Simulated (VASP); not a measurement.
Set up this calculation in VASP 6.6.1, as the native input.

* Task: single point
* Functional: HSE06
* Potentials or basis: VASP PAW PBE potentials, release 64 (S, Ti_sv)
* Cutoff: 400 eV
* k mesh: 6 × 6 × 1
* Occupations: gaussian, width 0.08 eV
* Spin: no spin polarisation
* Dipole correction: yes
* Grid for exact exchange (PRECFOCK): Normal
* Further INCAR settings: ALGO = Normal; EDIFF = 1e-06; NBANDS = 19
* Screening parameter: 0.2079 1/Å

TiS2 (m.Ahse), a sheet with vacuum:

```
S Ti
1.0
     3.32029    0.00000    0.00000
    -1.66014    2.87545    0.00000
     0.00000    0.00000   18.86509
S Ti
2 1
Direct
  0.33333 0.66667 0.42406
  0.66667 0.33333 0.57594
  0.00000 0.00000 0.50000
```

One way to write it, as run:

POSCAR

```
TiS2
1.0
    3.3202889918      0.0000000000      0.0000000000
   -1.6601444959      2.8754546148      0.0000000000
    0.0000000000      0.0000000000     18.8650911831
S Ti
2 1
Direct
    0.3333333333      0.6666666667      0.4240636805
    0.6666666667      0.3333333333      0.5759363195
    0.0000000000      0.0000000000      0.5000000000
```

INCAR.step1

```
SYSTEM = TiS2
ALGO = Normal
DIPOL = 0.5 0.5 0.500
EDIFF = 1E-5
ENCUT = 400
GGA = PE
GGA_COMPAT = .FALSE.
IDIPOL = 3
ISIF = 2
ISMEAR = 0
LASPH = .TRUE.
LCHARG = .FALSE.
LDIPOL = .TRUE.
LREAL = .FALSE.
LWAVE = .TRUE.
NBANDS = 19
NELM = 120
NELMDL = -8
PREC = Accurate
SIGMA = 0.08
```

INCAR.step2

```
SYSTEM = TiS2
ALGO = Normal
DIPOL = 0.5 0.5 0.500
EDIFF = 1E-6
ENCUT = 400
GGA = PE
GGA_COMPAT = .FALSE.
HFSCREEN = 0.2079
IDIPOL = 3
ISIF = 2
ISMEAR = 0
ISTART = 1
LASPH = .TRUE.
LCHARG = .FALSE.
LDIPOL = .TRUE.
LHFCALC = .TRUE.
LREAL = .FALSE.
LWAVE = .FALSE.
NBANDS = 19
NELM = 120
PREC = Accurate
PRECFOCK = Normal
SIGMA = 0.08
```

KPOINTS

```
k-points
0
G
  6 6 1
  0 0 0
```

Potentials or basis: VASP PAW PBE potentials, release 64 (S, Ti_sv).

The run is started by

```console
$ cat potpaw_PBE.64/S/POTCAR potpaw_PBE.64/Ti_sv/POTCAR > POTCAR
$ cp INCAR.step1 INCAR
$ mpirun -np 1 vasp_std > vasp.out
$ cp INCAR.step2 INCAR
$ mpirun -np 1 vasp_std > vasp.out
```

It gave:

```yaml
Largest_force: 0.033 eV/Å
Band_gap_on_the_k_mesh: 0.40 eV, indirect (least direct gap 1.02 eV)
```

Caveat: the PAW data sets were made with another functional, which shifts forces and pressure a little.

It took 14 min on 1 thread of Intel(R) Xeon(R) Platinum 8488C (Sapphire Rapids), with other jobs on the host, peak memory 0.38 GiB.
